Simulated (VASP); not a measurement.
# Li2S (Fm-3m) in VASP: notebook

Li2S is run at these levels: PBE; tasks: single point, relaxation of cell and atoms.

All numbers are computed with VASP 6.6.1; they aren't measurements. Logs are shortened: lines on timing, memory, paths and dates and some standing lists are left out, and cuts for length are marked.

### Step 1. The cell of the first run

Symmetry: Fm-3m, No. 225, cubic system. The conventional cell has a = 5.743 Å, b = 5.743 Å, c = 5.743 Å, α = 90.00°, β = 90.00°, γ = 90.00°. Within 3.3 Å of Li (site symmetry -43m) lie 4 S at 2.49 Å and 6 Li at 2.87 Å. Within 3.3 Å of S (site symmetry m-3m) lie 8 Li at 2.49 Å.

### Step 2. Single point, PBE (15.79 Å³/atom)

Input file INCAR:

```
SYSTEM = Li2S
PREC = Accurate ; ENCUT = 750
EDIFF = 1E-6 ; ISMEAR = 0
SIGMA = 0.01 ; LREAL = .FALSE.
LASPH = .TRUE. ; NELM = 120
ALGO = Normal ; ISIF = 2
LWAVE = .FALSE. ; LCHARG = .FALSE.
GGA = PE ; NBANDS = 13
GGA_COMPAT = .FALSE.
```

Input file KPOINTS:

```
regular mesh
0
G
  8 8 8
  0 0 0
```

Input file POSCAR:

```
Li2S
1.0
    0.0000000000      2.8717490992      2.8717490992
    2.8717490992      0.0000000000      2.8717490992
    2.8717490992      2.8717490992      0.0000000000
Li S
2 1
Direct
    0.2500000000      0.2500000000      0.2500000000
    0.7500000000      0.7500000000      0.7500000000
    0.0000000000      0.0000000000      0.0000000000
```

Potentials or basis: VASP PAW PBE potentials, release 64 (Li_sv, S).

On the command line:

```bash
$ cat potpaw_PBE.64/Li_sv/POTCAR potpaw_PBE.64/S/POTCAR > POTCAR
$ mpirun -np 1 vasp_std > vasp.out
```

OUTCAR:

```text
SYSTEM = Li2S
   PREC = Accurate
   ENCUT = 750
   EDIFF = 1E-6
   ISMEAR = 0
   LREAL = .FALSE.
   LASPH = .TRUE.
   NELM = 120
   ISIF = 2
   GGA = PE

 ion  position               nearest neighbor table
   1  0.250  0.250  0.250-   3 2.49   3 2.49   3 2.49   3 2.49
   2  0.750  0.750  0.750-   3 2.49   3 2.49   3 2.49   3 2.49
   3  0.000  0.000  0.000-   2 2.49   2 2.49   2 2.49   1 2.49   1 2.49   1 2.49   2 2.49   1 2.49

  LATTYP: Found a face centered cubic cell.
 ALAT       =     5.7434981984

  Lattice vectors:

 A1 = (   0.0000000000,   2.8717490992,   2.8717490992)
 A2 = (   2.8717490992,   0.0000000000,   2.8717490992)
 A3 = (   2.8717490992,   2.8717490992,   0.0000000000)

Analysis of symmetry for initial positions (statically):
=====================================================================
 Subroutine PRICEL returns:
 Original cell was already a primitive cell.

 Routine SETGRP: Setting up the symmetry group for a
 face centered cubic supercell.

 Subroutine GETGRP returns: Found 48 space group operations
 (whereof 48 operations were pure point group operations)
 out of a pool of 48 trial point group operations.

The static configuration has the point symmetry O_h .

Analysis of symmetry for dynamics (positions and initial velocities):
=====================================================================
 Subroutine PRICEL returns:
 Original cell was already a primitive cell.

 Routine SETGRP: Setting up the symmetry group for a
 face centered cubic supercell.

 Subroutine GETGRP returns: Found 48 space group operations
 (whereof 48 operations were pure point group operations)
 out of a pool of 48 trial point group operations.

The dynamic configuration has the point symmetry O_h .

 Subroutine INISYM returns: Found 48 space group operations
 (whereof 48 operations are pure point group operations),
 and found     1 'primitive' translations

----------------------------------------------------------------------------------------

                                     Primitive cell

  volume of cell :      47.3663

  direct lattice vectors                    reciprocal lattice vectors
     0.000000000  2.871749099  2.871749099    -0.174109918  0.174109918  0.174109918
     2.871749099  0.000000000  2.871749099     0.174109918 -0.174109918  0.174109918
     2.871749099  2.871749099  0.000000000     0.174109918  0.174109918 -0.174109918

  length of vectors
     4.061266524  4.061266524  4.061266524     0.301567224  0.301567224  0.301567224

  position of ions in fractional coordinates (direct lattice)
     0.250000000  0.250000000  0.250000000
     0.750000000  0.750000000  0.750000000
     0.000000000  0.000000000  0.000000000

  ion indices of the primitive-cell ions
   primitive index   ion index
                 1           1
                 2           2
                 3           3

----------------------------------------------------------------------------------------

 KPOINTS: regular mesh

Automatic generation of k-mesh.
 Grid dimensions read from file:
 generate k-points for:    8    8    8

 Generating k-lattice:

  Cartesian coordinates                     Fractional coordinates (reciprocal lattice)
    -0.021763740  0.021763740  0.021763740     0.125000000  0.000000000  0.000000000
     0.021763740 -0.021763740  0.021763740     0.000000000  0.125000000  0.000000000
     0.021763740  0.021763740 -0.021763740     0.000000000  0.000000000  0.125000000

  Length of vectors
     0.037695903  0.037695903  0.037695903

  Shift w.r.t. Gamma in fractional coordinates (k-lattice)
     0.000000000  0.000000000  0.000000000

 Subroutine IBZKPT returns following result:
 ===========================================

 Found     29 irreducible k-points:

 Following reciprocal coordinates:
            Coordinates               Weight
  0.000000  0.000000  0.000000      1.000000
  0.125000  0.000000  0.000000      8.000000
  0.250000  0.000000  0.000000      8.000000
  0.375000  0.000000  0.000000      8.000000
  0.500000  0.000000  0.000000      4.000000
  0.125000  0.125000  0.000000      6.000000
[... 16 lines left out ...]
  0.500000  0.250000  0.125000     48.000000
 -0.375000  0.250000  0.125000     24.000000
 [... further k-points ...]
   k-points           NKPTS =     29   k-points in BZ     NKDIM =     29   number of bands    NBANDS=     13
   number of dos      NEDOS =    301   number of ions     NIONS =      3
   total plane-waves  NPLWV =  46656
   dimension x,y,z NGX =    36 NGY =   36 NGZ =   36
   dimension x,y,z NGXF=    72 NGYF=   72 NGZF=   72
   ions per type =               2   1
   NGX,Y,Z   is equivalent  to a cutoff of  14.74, 14.74, 14.74 a.u.
   NGXF,Y,Z  is equivalent  to a cutoff of  29.47, 29.47, 29.47 a.u.
 SYSTEM =  Li2S
   PREC   = accura    normal or accurate (medium, high low for compatibility)
   ISTART =      0    job   : 0-new  1-cont  2-samecut
   ICHARG =      2    charge: 1-file 2-atom 10-const
[... 64 lines left out ...]
      8       7.5365      0.00000
      9       7.5365      0.00000
     10       7.5366      0.00000
     11      12.4362      0.00000
     12      12.4362      0.00000
     13      13.6239      0.00000

 k-point     2 :       0.1250    0.0000    0.0000
  band No.  band energies     occupation
      1     -42.8946      2.00000
      2     -42.8588      2.00000
      3      -9.5874      2.00000
      4       0.7394      2.00000
      5       1.2360      2.00000
      6       1.2360      2.00000
      7       5.8987      0.00000
      8       7.7663      0.00000
      9       7.7663      0.00000
     10       7.8657      0.00000
     11      11.4760      0.00000
     12      11.4760      0.00000
     13      13.7556      0.00000

 k-point     3 :       0.2500    0.0000    0.0000
  band No.  band energies     occupation
      1     -42.8902      2.00000
      2     -42.8628      2.00000
      3      -9.4478      2.00000
      4      -0.3225      2.00000
      5       1.0523      2.00000
      6       1.0523      2.00000
      7       6.5782      0.00000
      8       8.0864      0.00000
      9       8.0865      0.00000
     10       8.6584      0.00000
     11      11.1055      0.00000
     12      11.1055      0.00000
     13      14.1554      0.00000

 k-point     4 :       0.3750    0.0000    0.0000
  band No.  band energies     occupation
      1     -42.8836      2.00000
      2     -42.8688      2.00000
      3      -9.2950      2.00000
      4      -1.1647      2.00000
      5       0.8915      2.00000
      6       0.8915      2.00000
      7       7.0997      0.00000
      8       7.9935      0.00000
      9       7.9935      0.00000
     10       9.3558      0.00000
     11      12.1474      0.00000
     12      12.1474      0.00000
     13      14.6752      0.00000

 k-point     5 :       0.5000    0.0000    0.0000
  band No.  band energies     occupation
      1     -42.8761      2.00000
      2     -42.8761      2.00000
      3      -9.2271      2.00000
      4      -1.4787      2.00000
      5       0.8302      2.00000
      6       0.8302      2.00000
      7       7.3103      0.00000
      8       7.8812      0.00000
      9       7.8812      0.00000
     10       9.6128      0.00000
     11      13.9510      0.00000
     12      13.9511      0.00000
     13      14.2706      0.00000
[... 257 lines left out ...]
 k-point    22 :       0.3750    0.2500    0.1250
  band No.  band energies     occupation
      1     -42.8873      2.00000
      2     -42.8653      2.00000
      3      -9.3426      2.00000
      4      -0.4446      2.00000
      5       0.3627      2.00000
      6       0.8186      2.00000
      7       6.6937      0.00000
      8       8.2846      0.00000
      9       8.3998      0.00000
     10       9.3533      0.00000
     11      10.2867      0.00000
     12      13.3955      0.00000
     13      15.7915      0.00000

 k-point    23 :       0.5000    0.2500    0.1250
  band No.  band energies     occupation
      1     -42.8820      2.00000
      2     -42.8701      2.00000
      3      -9.2175      2.00000
      4      -0.9617      2.00000
      5       0.1338      2.00000
      6       0.5884      2.00000
      7       7.0067      0.00000
      8       8.0191      0.00000
      9       9.2549      0.00000
     10       9.6550      0.00000
     11      11.2029      0.00000
     12      13.5433      0.00000
     13      14.9818      0.00000

 k-point    24 :      -0.3750    0.2500    0.1250
  band No.  band energies     occupation
      1     -42.8760      2.00000
      2     -42.8760      2.00000
      3      -9.1627      2.00000
      4      -1.1858      2.00000
      5       0.1115      2.00000
      6       0.4477      2.00000
      7       7.1528      0.00000
      8       7.8800      0.00000
      9       9.5888      0.00000
     10      10.2059      0.00000
     11      11.5515      0.00000
     12      12.8391      0.00000
     13      14.5719      0.00000

 [... further k-points ...]

------------------------ aborting loop because EDIFF is reached ----------------------------------------

  FORCE on cell =-STRESS in cart. coord.  units (eV):
  Direction    XX          YY          ZZ          XY          YZ          ZX
  --------------------------------------------------------------------------------------
  -------------------------------------------------------------------------------------
  Total       -0.2958970     -0.2958970     -0.2958970      0.0000000      0.0000000      0.0000000
  in kB      -10.0087926    -10.0087926    -10.0087926      0.0000000      0.0000000      0.0000000
  external PRESSURE =     -10.0087926 kB  Pullay stress =       0.0000000 kB

 VOLUME and BASIS-vectors are now :
 -----------------------------------------------------------------------------
  energy-cutoff  :      750.00
  volume of cell :       47.37
      direct lattice vectors                 reciprocal lattice vectors
     0.000000000  2.871749099  2.871749099    -0.174109918  0.174109918  0.174109918
     2.871749099  0.000000000  2.871749099     0.174109918 -0.174109918  0.174109918
     2.871749099  2.871749099  0.000000000     0.174109918  0.174109918 -0.174109918

 POSITION                                       TOTAL-FORCE (eV/Angst)
 -----------------------------------------------------------------------------------
      1.43587      1.43587      1.43587         0.000000     -0.000000     -0.000000
      4.30762      4.30762      4.30762        -0.000000      0.000000      0.000000
      0.00000      0.00000      0.00000         0.000000      0.000000     -0.000000
 -----------------------------------------------------------------------------------
    total drift:                                0.000000      0.000000      0.000000

  FREE ENERGIE OF THE ION-ELECTRON SYSTEM (eV)
  ---------------------------------------------------
  free  energy   TOTEN  =       -11.9926136470 eV

  energy  without entropy=      -11.9926136470  energy(sigma->0) =      -11.99261365
```

Wall time 10 s (1 thread of Intel Xeon 6975P-C (Granite Rapids), shared host); peak memory 0.2 GiB.

Results:

```yaml
Free_energy: -11.9926 eV
Pressure: -1.0 GPa
Band_gap_on_the_k_mesh: 3.40 eV (least direct gap 4.14 eV)
```

### Step 3. Relaxation of cell and atoms, PBE, target pressure 35 GPa, at which the enthalpy is minimised

This run uses another cell than the first one, of 11.87 Å³/atom.

Input file INCAR:

```
PREC = Accurate ; ENCUT = 750
EDIFF = 1E-7 ; ISMEAR = 0
SIGMA = 0.01 ; LREAL = F
LASPH = T ; NELM = 120
ALGO = Normal ; ISIF = 3
LWAVE = F ; LCHARG = F
GGA = PE ; IBRION = 2
NSW = 80 ; EDIFFG = -0.001
PSTRESS = 350.0 ; GGA_COMPAT = F
NELMIN = 4
```

Input file KPOINTS:

```
regular mesh
0
Gamma
  8 8 8
```

Input file POSCAR:

```
Li2S
1.0
    0.0000000000      2.6113954930      2.6113954930
    2.6113954930      0.0000000000      2.6113954930
    2.6113954930      2.6113954930      0.0000000000
Li S
2 1
Direct
    0.2500000000      0.2500000000      0.2500000000
    0.7500000000      0.7500000000      0.7500000000
    0.0000000000      0.0000000000      0.0000000000
```

Potentials or basis: VASP PAW PBE potentials, release 64 (Li_sv, S).

On the command line:

```bash
$ cat potpaw_PBE.64/Li_sv/POTCAR potpaw_PBE.64/S/POTCAR > POTCAR
$ mpirun -np 1 vasp_std > vasp.out
```

Run time: 21 s. Hardware: 1 thread of Intel Xeon 6975P-C (Granite Rapids), shared host; peak memory 0.21 GiB.

It converged, with:

```
Free energy                                                : -10.7969 eV
Relaxed volume                                             : 10.40 Å³/atom
Relaxed cell                                               : a = 3.534 Å, b = 3.534 Å, c = 3.534 Å, α = 60.00°, β = 60.00°, γ = 60.00°
Space group after relaxing (to 0.1 Å)                      : Fm-3m (No. 225)
Energy change on relaxing (the run minimises the enthalpy) : +235.9 meV/atom
Ionic steps                                                : 3
Pressure after relaxing                                    : 35.0 GPa
Band gap on the k mesh                                     : 2.84 eV (least direct gap 5.27 eV)
```

Step by step:
```
step  energy change (eV)  largest force (eV/Å)  pressure (GPa)  volume (Å³)
   1              0.0000                0.0000           17.92        35.62
   2              1.1336                0.0000           44.72        29.48
   3              0.7078                0.0000           35.02        31.20
```

Final structure:
```xyz
3
Lattice="0.0000 2.4987 2.4987 2.4987 0.0000 2.4987 2.4987 2.4987 0.0000" Properties=species:S:1:pos:R:3 pbc="T T T"
Li    1.2494    1.2494    1.2494
Li    3.7481    3.7481    3.7481
S     0.0000    0.0000    0.0000
```

Levels at points of the mesh, in eV from the valence-band top:
```
           k point  band 4  band 5  band 6  band 7  band 8  band 9
(0.00, 0.00, 0.00)    0.00    0.00    0.00    6.13    6.13    6.13
(0.50, 0.00, 0.00)   -4.44   -0.88   -0.88    6.49    6.49    8.15
(0.50, 0.50, 0.00)   -3.09   -2.44   -2.44    2.84    8.12   14.16
```

Caveat: the cell is relaxed towards a set pressure, so the run minimises the enthalpy, not the energy. A k mesh can miss the band edges.

### Step 4. Relaxation of cell and atoms, PBE

This run uses another cell than the first one, of 15.50 Å³/atom.

Input file INCAR:

```
ALGO     = Normal         # electronic algorithm
EDIFF    = 1E-7           # SCF threshold, eV
EDIFFG   = -0.005         # ionic threshold
ENCUT    = 750            # plane-wave cutoff, eV
GGA      = PE             # functional
GGA_COMPAT= False        
IBRION   = 2              # ionic algorithm
ISIF     = 3              # what is computed and relaxed
ISMEAR   = 0              # smearing method
LASPH    = True           # aspherical terms in the spheres
LCHARG   = False          # write CHGCAR
LREAL    = False          # projectors in reciprocal space
LWAVE    = False          # write WAVECAR
NELM     = 120            # most SCF steps
NELMIN   = 4            
NSW      = 100            # ionic steps
PREC     = Accurate       # precision mode
SIGMA    = 0.02           # smearing width, eV
```

Input file KPOINTS:

```
k-points
0
Gamma
  8 8 8
```

Input file POSCAR:

```
Li2S
1.0
    0.0000000000      2.8540000000      2.8540000000
    2.8540000000      0.0000000000      2.8540000000
    2.8540000000      2.8540000000      0.0000000000
Li S
2 1
Direct
    0.2500000000      0.2500000000      0.2500000000
    0.7500000000      0.7500000000      0.7500000000
    0.0000000000      0.0000000000      0.0000000000
```

On the command line:

```bash
$ cat potpaw_PBE.64/Li_sv/POTCAR potpaw_PBE.64/S/POTCAR > POTCAR
$ mpirun -np 1 vasp_std > vasp.out
```

Wall time 19 s (1 thread of Intel Xeon 6975P-C (Granite Rapids), shared host); peak memory 0.21 GiB.

It converged, with:

```
Free energy                           : -11.9951 eV
Relaxed volume                        : 15.43 Å³/atom
Relaxed cell                          : a = 4.030 Å, b = 4.030 Å, c = 4.030 Å, α = 60.00°, β = 60.00°, γ = 60.00°
Space group after relaxing (to 0.1 Å) : Fm-3m (No. 225)
Energy gained by relaxing             : 0.0 meV/atom
Ionic steps                           : 3
Pressure after relaxing               : 0.0 GPa
Band gap on the k mesh                : 3.39 eV (least direct gap 4.27 eV)
```

The path:
| step | energy change (eV) | largest force (eV/Å) | pressure (GPa) | volume (Å³) |
| --- | --- | --- | --- | --- |
| 1 | 0.0000 | 0.0000 | -0.17 | 46.49 |
| 2 | -0.0001 | 0.0000 | -0.08 | 46.38 |
| 3 | -0.0001 | 0.0000 | 0.00 | 46.29 |

Final structure:
```cif
data_structure
_symmetry_space_group_name_H-M 'P 1'
_symmetry_Int_Tables_number 1
_cell_length_a 4.0303
_cell_length_b 4.0303
_cell_length_c 4.0303
_cell_angle_alpha 60.000
_cell_angle_beta 60.000
_cell_angle_gamma 60.000
_cell_volume 46.29
loop_
_atom_site_label
_atom_site_type_symbol
_atom_site_fract_x
_atom_site_fract_y
_atom_site_fract_z
_atom_site_occupancy
Li1 Li 0.25000 0.25000 0.25000 1
Li2 Li 0.75000 0.75000 0.75000 1
S1 S 0.00000 0.00000 0.00000 1
```

Levels at points of the mesh, in eV from the valence-band top:
```tsv
k point	band 4	band 5	band 6	band 7	band 8	band 9
(0.00, 0.00, 0.00)	0.00	0.00	0.00	4.27	6.23	6.23
(0.50, 0.00, 0.00)	-2.87	-0.51	-0.51	6.10	6.58	6.58
(0.50, 0.50, 0.00)	-2.16	-1.42	-1.42	3.39	7.08	11.09
```

A k mesh can miss the band edges.

### Step 5. Relaxation of cell and atoms, PBE

This run uses another cell than the first one, of 15.50 Å³/atom.

Input file INCAR:

```
  ALGO = Normal
  EDIFF = 1E-7
  EDIFFG = -0.001
  ENCUT = 750
  GGA = PE
  GGA_COMPAT = F
  IBRION = 2
  ISIF = 3
  ISMEAR = 0
  LASPH = T
  LCHARG = F
  LREAL = F
  LWAVE = F
  NELM = 120
  NELMIN = 4
  NSW = 80
  PREC = Accurate
  SIGMA = 0.01
```

KPOINTS is that of step 4.

POSCAR is that of step 4.

On the command line:

```bash
$ cat potpaw_PBE.64/Li_sv/POTCAR potpaw_PBE.64/S/POTCAR > POTCAR
$ mpirun -np 1 vasp_std > vasp.out
```

It took 19 s on 1 thread of Intel Xeon 6975P-C (Granite Rapids), shared host; peak memory 0.21 GiB.

Results (log left out):

| Item | Value |
| --- | --- |
| Free energy | -11.9951 eV |
| Relaxed volume | 15.43 Å³/atom |
| Relaxed cell | a = 4.030 Å, b = 4.030 Å, c = 4.030 Å, α = 60.00°, β = 60.00°, γ = 60.00° |
| Space group after relaxing (to 0.1 Å) | Fm-3m (No. 225) |
| Energy gained by relaxing | 0.0 meV/atom |
| Ionic steps | 3 |
| Pressure after relaxing | 0.0 GPa |
| Band gap on the k mesh | 3.39 eV (least direct gap 4.27 eV) |

The path:
```
step  energy change (eV)  largest force (eV/Å)  pressure (GPa)  volume (Å³)
   1              0.0000                0.0000           -0.17        46.49
   2             -0.0001                0.0000           -0.08        46.38
   3             -0.0001                0.0000            0.00        46.29
```

Final structure:
```
Li S
1.0
     0.00000    2.84984    2.84984
     2.84984    0.00000    2.84984
     2.84984    2.84984    0.00000
Li S
2 1
Direct
  0.25000 0.25000 0.25000
  0.75000 0.75000 0.75000
  0.00000 0.00000 0.00000
```

Levels at points of the mesh, in eV from the valence-band top:
```tsv
k point	band 2	band 3	band 4	band 5	band 6	band 7	band 8	band 9	band 10
(0.00, 0.00, 0.00)	-44.13	-11.02	0.00	0.00	0.00	4.27	6.23	6.23	6.23
(0.50, 0.00, 0.00)	-44.15	-10.59	-2.87	-0.51	-0.51	6.10	6.58	6.58	8.41
(0.50, 0.50, 0.00)	-44.14	-10.46	-2.16	-1.42	-1.42	3.39	7.08	11.09	11.09
```

### Step 6. The runs side by side

```tsv
task	cell	smearing	gap on the mesh (eV)	pressure (GPa)	relaxed volume (Å³/atom)
single point	a = 4.061 Å, angles 60.0°, 3 atoms	gaussian 0.01 eV	3.40	-1.0	-
relaxation of cell and atoms	relaxed to 35 GPa from a = 3.693 Å, angles 60.0°, 3 atoms	gaussian 0.01 eV	2.84	35.0	-
relaxation of cell and atoms	relaxed from a = 4.036 Å, angles 60.0°, 3 atoms	gaussian 0.02 eV	3.39	0.0	15.43
relaxation of cell and atoms	relaxed from a = 4.036 Å, angles 60.0°, 3 atoms	gaussian 0.01 eV	3.39	0.0	15.43
```

Alike in all rows: level PBE; potentials or basis VASP PAW PBE potentials, release 64 (Li_sv, S); no spin polarisation; k mesh 8 × 8 × 8; cutoff (eV) 750.

Caveats: the cell is relaxed towards a set pressure, so the run minimises the enthalpy, not the energy (at least some runs).

Total energies depend on the potentials used, so only differences within one code and one set of settings carry meaning.
